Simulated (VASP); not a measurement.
# SnO (P4/nmm) in VASP: notebook

Runs on SnO. Level: LDA. Tasks: electric field gradients.

All numbers are computed with VASP 6.6.1; they aren't measurements. Logs are shortened: lines on timing, memory, paths and dates and some standing lists are left out, and cuts for length are marked.

**1. The cell of the first run**

Symmetry: P4/nmm, No. 129, tetragonal system. Conventional cell: a = 3.802 Å, b = 3.802 Å, c = 4.739 Å, α = 90.00°, β = 90.00°, γ = 90.00°. Sn (site symmetry 4mm) has 4 O at 2.21 Å within 2.9 Å. O (site symmetry -4m2) has 4 Sn at 2.21 Å and 4 O at 2.69 Å within 2.9 Å.

**2. Electric field gradients, LDA (zz strain of -2 %)**

Contents of INCAR:

```
SYSTEM = SnO
PREC     = Accurate       ! precision mode
ENCUT    = 520            ! plane-wave cutoff, eV
EDIFF    = 1E-8           ! SCF threshold, eV
ISMEAR   = -1             ! smearing method
SIGMA    = 0.02           ! smearing width, eV
LREAL    = .FALSE.        ! projectors in reciprocal space
LASPH    = .TRUE.         ! aspherical terms in the spheres
NELM     = 100            ! most SCF steps
ALGO     = Normal         ! electronic algorithm
ISIF     = 2              ! what is computed and relaxed
LWAVE    = .FALSE.        ! write WAVECAR
LCHARG   = .FALSE.        ! write CHGCAR
GGA      = CA             ! functional
LEFG     = .TRUE.       
NBANDS   = 28             ! bands
```

Contents of KPOINTS:

```
Automatic mesh
0
G
  6 6 5
  0 0 0
```

Contents of POSCAR:

```
SnO
1.0
    3.8020000000      0.0000000000      0.0000000000
    0.0000000000      3.8020000000      0.0000000000
    0.0000000000      0.0000000000      4.7392800000
Sn O
2 2
Direct
    0.0000000000      0.5000000000      0.2385000000
    0.5000000000      0.0000000000      0.7615000000
    0.0000000000      0.0000000000      0.0000000000
    0.5000000000      0.5000000000      0.0000000000
```

Potentials or basis: VASP PAW LDA potentials, release 64 (Sn_d, O).

Launch:

```sh
cat potpaw_LDA.64/Sn_d/POTCAR potpaw_LDA.64/O/POTCAR > POTCAR
mpirun -np 1 vasp_std > vasp.out
```

OUTCAR:

```text
SYSTEM = SnO
   PREC = Accurate
   ENCUT = 520
   EDIFF = 1E-8
   ISMEAR = -1
   LREAL = .FALSE.
   LASPH = .TRUE.
   NELM = 100
   ISIF = 2
   GGA = CA

 ion  position               nearest neighbor table
   1  0.000  0.500  0.239-   3 2.21   4 2.21   3 2.21   4 2.21   2 3.51   2 3.51   2 3.51   2 3.51
                             2 3.66   2 3.66   2 3.66   2 3.66
   2  0.500  0.000  0.761-   3 2.21   4 2.21   4 2.21   3 2.21   1 3.51   1 3.51   1 3.51   1 3.51
                             1 3.66   1 3.66   1 3.66   1 3.66
   3  0.000  0.000  0.000-   1 2.21   2 2.21   1 2.21   2 2.21
   4  0.500  0.500  0.000-   1 2.21   2 2.21   2 2.21   1 2.21

  LATTYP: Found a simple tetragonal cell.
 ALAT       =     3.8020000000
 C/A-ratio  =     1.2465228827

  Lattice vectors:

 A1 = (   3.8020000000,   0.0000000000,   0.0000000000)
 A2 = (   0.0000000000,   3.8020000000,   0.0000000000)
 A3 = (   0.0000000000,   0.0000000000,   4.7392800000)

Analysis of symmetry for initial positions (statically):
=====================================================================
 Subroutine PRICEL returns:
 Original cell was already a primitive cell.

 Routine SETGRP: Setting up the symmetry group for a
 simple tetragonal supercell.

 Subroutine GETGRP returns: Found 16 space group operations
 (whereof  8 operations were pure point group operations)
 out of a pool of 16 trial point group operations.

The static configuration has the point symmetry D_2d.
 The point group associated with its full space group is D_4h.

Analysis of symmetry for dynamics (positions and initial velocities):
=====================================================================
 Subroutine PRICEL returns:
 Original cell was already a primitive cell.

 Routine SETGRP: Setting up the symmetry group for a
 simple tetragonal supercell.

 Subroutine GETGRP returns: Found 16 space group operations
 (whereof  8 operations were pure point group operations)
 out of a pool of 16 trial point group operations.

The dynamic configuration has the point symmetry D_2d.
 The point group associated with its full space group is D_4h.

 Subroutine INISYM returns: Found 16 space group operations
[... 143 lines left out ...]
  ---------------------------------------------------
  free energy    TOTEN  =       -25.71876578 eV

  energy without entropy =      -25.71857121  energy(sigma->0) =      -25.71866850

 E-fermi :   7.1192     XC(G=0): -10.7841

 val. band max:        7.0516979640   @ k =   0.0000   0.0000   0.0000
 cond. band min:       7.1784716604   @ k =   0.5000   0.5000   0.0000
 fundamental gap:      0.1267736963
 Fermi energy:         7.1191719115

 k-point     1 :       0.0000    0.0000    0.0000
  band No.  band energies     occupation
      1     -14.8101      2.00000
      2     -14.3495      2.00000
      3     -14.3495      2.00000
      4     -14.3326      2.00000
      5     -14.2893      2.00000
      6     -14.2851      2.00000
[... 733 lines left out ...]
     27      16.2262      0.00000
     28      16.2262      0.00000

 [... further k-points ...]

------------------------ aborting loop because EDIFF is reached ----------------------------------------

  FORCE on cell =-STRESS in cart. coord.  units (eV):
  Direction    XX          YY          ZZ          XY          YZ          ZX
  --------------------------------------------------------------------------------------
  -------------------------------------------------------------------------------------
  Total       -0.5530330     -0.5530330     -0.0413347      0.0000000      0.0000000      0.0000000
  in kB      -12.9337664    -12.9337664     -0.9666938      0.0000000      0.0000000      0.0000000
  external PRESSURE =      -8.9447422 kB  Pullay stress =       0.0000000 kB

 VOLUME and BASIS-vectors are now :
 -----------------------------------------------------------------------------
  energy-cutoff  :      520.00
  volume of cell :       68.51
      direct lattice vectors                 reciprocal lattice vectors
     3.802000000  0.000000000  0.000000000     0.263019463  0.000000000  0.000000000
     0.000000000  3.802000000  0.000000000     0.000000000  0.263019463  0.000000000
     0.000000000  0.000000000  4.739280000     0.000000000  0.000000000  0.211002515

 POSITION                                       TOTAL-FORCE (eV/Angst)
 -----------------------------------------------------------------------------------
      0.00000      1.90100      1.13032         0.000000      0.000000      0.220850
      1.90100      0.00000      3.60896         0.000000      0.000000     -0.220850
      0.00000      0.00000      0.00000         0.000000      0.000000      0.000000
      1.90100      1.90100      0.00000        -0.000000     -0.000000      0.000000
 -----------------------------------------------------------------------------------
    total drift:                                0.000000      0.000000      0.000000

  FREE ENERGIE OF THE ION-ELECTRON SYSTEM (eV)
  ---------------------------------------------------
  free  energy   TOTEN  =       -25.7187657839 eV

  energy  without entropy=      -25.7185712114  energy(sigma->0) =      -25.71866850

 Electric field gradients (V/A^2)
---------------------------------------------------------------------
 ion       V_xx      V_yy      V_zz      V_xy      V_xz      V_yz
---------------------------------------------------------------------
   1      81.012    81.012  -162.024     0.000     0.000    -0.000
   2      81.012    81.012  -162.024     0.000     0.000     0.000
   3       1.597     1.597    -3.193    -0.000     0.000     0.000
   4       1.597     1.597    -3.193    -0.000    -0.000     0.000
---------------------------------------------------------------------

 Electric field gradients after diagonalization (V/A^2)
 (convention: |V_zz| > |V_xx| > |V_yy|)
----------------------------------------------------------------------
 ion       V_xx      V_yy      V_zz     asymmetry (V_yy - V_xx)/ V_zz
----------------------------------------------------------------------
   1      81.012    81.012  -162.024       0.000
   2      81.012    81.012  -162.024       0.000
   3       1.597     1.597    -3.193       0.000
   4       1.597     1.597    -3.193       0.000
----------------------------------------------------------------------

           NMR quadrupolar parameters

 Cq : quadrupolar parameter    Cq=e*Q*V_zz/h
 eta: asymmetry parameters     (V_yy - V_xx)/ V_zz
 Q  : nuclear electric quadrupole moment in mb (millibarn)
----------------------------------------------------------------------
 ion       Cq(MHz)       eta       Q (mb)
----------------------------------------------------------------------
   1      -0.392       0.000       1.000
   2      -0.392       0.000       1.000
   3      -0.008       0.000       1.000
   4      -0.008       0.000       1.000
----------------------------------------------------------------------
```

Run time: 36 s. Hardware: 1 thread of Intel Xeon 6975P-C, shared host; peak memory 0.18 GiB.

What came out:

* Free energy: -25.7188 eV
* Pressure: -0.9 GPa
* Largest force: 0.221 eV/Å
* Band gap on the k mesh: 0.13 eV, indirect (least direct gap 1.90 eV)

Forces in eV/Å, atoms in the order of the input:
```
Sn   0.000  0.000  0.221
Sn   0.000  0.000 -0.221
O    0.000  0.000  0.000
O    0.000  0.000  0.000
```

Stress tensor (GPa, compression positive):
```
-1.29  0.00  0.00
 0.00 -1.29  0.00
 0.00  0.00 -0.10
```

Electric field gradients, principal values (V/Å²):
| atom | least | middle | greatest (by size) |
| --- | --- | --- | --- |
| 1 Sn | 81.012 | 81.012 | -162.024 |
| 2 Sn | 81.012 | 81.012 | -162.024 |
| 3 O | 1.597 | 1.597 | -3.193 |
| 4 O | 1.597 | 1.597 | -3.193 |

Caveat: the cell differs from its parent crystal (zz strain of -2 %); without QUAD_EFG the Cq values of the log hold for a quadrupole moment of 1 mb, not for the nuclei; spin-orbit coupling is left out, which moves the levels of the heavy elements. A k mesh can miss the band edges.

**3. Electric field gradients, LDA (volume scaled by 0.99)**

Contents of INCAR:

```
SYSTEM = SnO
  PREC = Accurate
  ENCUT = 520
  EDIFF = 1E-8
  ISMEAR = -1
  SIGMA = 0.02
  LREAL = .FALSE.
  LASPH = .TRUE.
  NELM = 80
  ALGO = Normal
  ISIF = 2
  LWAVE = .FALSE.
  LCHARG = .FALSE.
  LEFG = .TRUE.
  NBANDS = 28
```

KPOINTS is that of step 2.

Contents of POSCAR:

```
SnO
1.0
    3.7892841860      0.0000000000      0.0000000000
    0.0000000000      3.7892841860      0.0000000000
    0.0000000000      0.0000000000      4.8198259661
Sn O
2 2
Direct
    0.0000000000      0.5000000000      0.2385000000
    0.5000000000      0.0000000000      0.7615000000
    0.0000000000      0.0000000000      0.0000000000
    0.5000000000      0.5000000000      0.0000000000
```

Potentials or basis: VASP PAW LDA potentials, release 64 (Sn_d, O).

Launch:

```sh
cat potpaw_LDA.64/Sn_d/POTCAR potpaw_LDA.64/O/POTCAR > POTCAR
mpirun -np 1 vasp_std > vasp.out
```

OUTCAR:

```text
SYSTEM = SnO
   PREC = Accurate
   ENCUT = 520
   EDIFF = 1E-8
   ISMEAR = -1
   LREAL = .FALSE.
   LASPH = .TRUE.
   NELM = 80
   ISIF = 2

 ion  position               nearest neighbor table
   1  0.000  0.500  0.239-   3 2.22   4 2.22   3 2.22   4 2.22   2 3.53   2 3.53   2 3.53   2 3.53
                             2 3.68   2 3.68   2 3.68   2 3.68
   2  0.500  0.000  0.761-   3 2.22   4 2.22   4 2.22   3 2.22   1 3.53   1 3.53   1 3.53   1 3.53
                             1 3.68   1 3.68   1 3.68   1 3.68
   3  0.000  0.000  0.000-   1 2.22   2 2.22   1 2.22   2 2.22
   4  0.500  0.500  0.000-   1 2.22   2 2.22   2 2.22   1 2.22

  LATTYP: Found a simple tetragonal cell.
 ALAT       =     3.7892841860
 C/A-ratio  =     1.2719621252

[... 975 lines left out ...]
---------------------------------------------------------------------
   1      83.163    83.163  -166.325     0.000    -0.000     0.000
   2      83.163    83.163  -166.325     0.000     0.000     0.000
   3      -1.049    -1.049     2.097     0.000     0.000     0.000
   4      -1.049    -1.049     2.097     0.000     0.000     0.000
---------------------------------------------------------------------

 Electric field gradients after diagonalization (V/A^2)
 (convention: |V_zz| > |V_xx| > |V_yy|)
----------------------------------------------------------------------
 ion       V_xx      V_yy      V_zz     asymmetry (V_yy - V_xx)/ V_zz
----------------------------------------------------------------------
   1      83.163    83.163  -166.325       0.000
   2      83.163    83.163  -166.325       0.000
   3      -1.049    -1.049     2.097       0.000
   4      -1.049    -1.049     2.097       0.000
----------------------------------------------------------------------

           NMR quadrupolar parameters

 Cq : quadrupolar parameter    Cq=e*Q*V_zz/h
 eta: asymmetry parameters     (V_yy - V_xx)/ V_zz
 Q  : nuclear electric quadrupole moment in mb (millibarn)
----------------------------------------------------------------------
 ion       Cq(MHz)       eta       Q (mb)
----------------------------------------------------------------------
   1      -0.402       0.000       1.000
   2      -0.402       0.000       1.000
   3       0.005       0.000       1.000
   4       0.005       0.000       1.000
----------------------------------------------------------------------
```

OSZICAR:

```text
N       E                     dE             d eps       ncg     rms          rms(c)
DAV:   1     0.404414683495E+03    0.40441E+03   -0.19911E+04  1740   0.219E+03
DAV:   2     0.329865125515E+02   -0.37143E+03   -0.35613E+03  1724   0.534E+02
DAV:   3    -0.263078657620E+02   -0.59294E+02   -0.58012E+02  1896   0.180E+02
DAV:   4    -0.292488547901E+02   -0.29410E+01   -0.29241E+01  1968   0.419E+01
DAV:   5    -0.293135020496E+02   -0.64647E-01   -0.64640E-01  1800   0.686E+00    0.114E+01
DAV:   6    -0.258351457717E+02    0.34784E+01   -0.15836E+01  2708   0.452E+01    0.507E+00
DAV:   7    -0.257718056535E+02    0.63340E-01   -0.19561E+00  1984   0.864E+00    0.242E+00
DAV:   8    -0.257302371482E+02    0.41569E-01   -0.31375E-01  2024   0.363E+00    0.767E-01
DAV:   9    -0.257170678348E+02    0.13169E-01   -0.40680E-02  2672   0.217E+00    0.214E-01
DAV:  10    -0.257178063803E+02   -0.73855E-03   -0.63696E-03  2448   0.715E-01    0.140E-01
DAV:  11    -0.257174049503E+02    0.40143E-03   -0.14352E-03  2560   0.363E-01    0.218E-02
DAV:  12    -0.257174275286E+02   -0.22578E-04   -0.26389E-04  1756   0.892E-02    0.253E-02
DAV:  13    -0.257174233710E+02    0.41575E-05   -0.14405E-05  2332   0.349E-02    0.697E-03
DAV:  14    -0.257174230223E+02    0.34875E-06   -0.19932E-06  2140   0.879E-03    0.174E-03
DAV:  15    -0.257174229615E+02    0.60772E-07   -0.60305E-07  2028   0.647E-03    0.183E-03
DAV:  16    -0.257174229464E+02    0.15123E-07   -0.77754E-08  1812   0.200E-03    0.974E-04
DAV:  17    -0.257174229412E+02    0.51605E-08   -0.14238E-08  1060   0.907E-04
   1 F= -.25717423E+02 E0= -.25717223E+02  d E =-.399832E-03
```

stdout:

```text
POSCAR found type information on POSCAR SnO
 POSCAR found :  2 types and       4 ions
 scaLAPACK will be used
 LDA part: xc-table for (Slater(with rela. corr.)+CA(PZ))
 , standard interpolation
 POSCAR, INCAR and KPOINTS ok, starting setup
 FFT: planning ... GRIDC
 FFT: planning ... GRID_SOFT
 FFT: planning ... GRID
 WAVECAR not read
 entering main loop
ion   1

ion   2

ion   3

ion   4
```

Wall time 44 s (1 thread of Intel Xeon 6975P-C, shared host); peak memory 0.18 GiB.

What came out:

```yaml
Free_energy: -25.7174 eV
Pressure: -1.6 GPa
Largest_force: 0.007 eV/Å
Band_gap_on_the_k_mesh: 0.05 eV, indirect (least direct gap 1.94 eV)
```

Forces on the atoms (eV/Å):
```
Sn   0.000  0.000 -0.007
Sn   0.000  0.000  0.007
O    0.000  0.000  0.000
O    0.000  0.000  0.000
```

Levels at points of the mesh, in eV from the valence-band top:
| k point | band 17 | band 18 | band 19 | band 20 | band 21 | band 22 | band 23 | band 24 |
| --- | --- | --- | --- | --- | --- | --- | --- | --- |
| (0.00, 0.00, 0.00) | -3.52 | -3.21 | -3.21 | 0.00 | 2.11 | 4.25 | 4.69 | 4.69 |
| (0.50, 0.00, 0.00) | -4.93 | -4.93 | -2.74 | -2.74 | 3.17 | 3.17 | 5.90 | 5.90 |
| (0.50, 0.50, 0.00) | -2.53 | -2.53 | -1.89 | -1.89 | 0.05 | 0.05 | 4.39 | 4.39 |

Electric field gradients, principal values (V/Å²):
```tsv
atom	least	middle	greatest (by size)
1 Sn	83.163	83.163	-166.325
2 Sn	83.163	83.163	-166.325
3 O	-1.049	-1.049	2.097
4 O	-1.049	-1.049	2.097
```

Caveat: without QUAD_EFG the Cq values of the log hold for a quadrupole moment of 1 mb, not for the nuclei; spin-orbit coupling is left out, which moves the levels of the heavy elements.
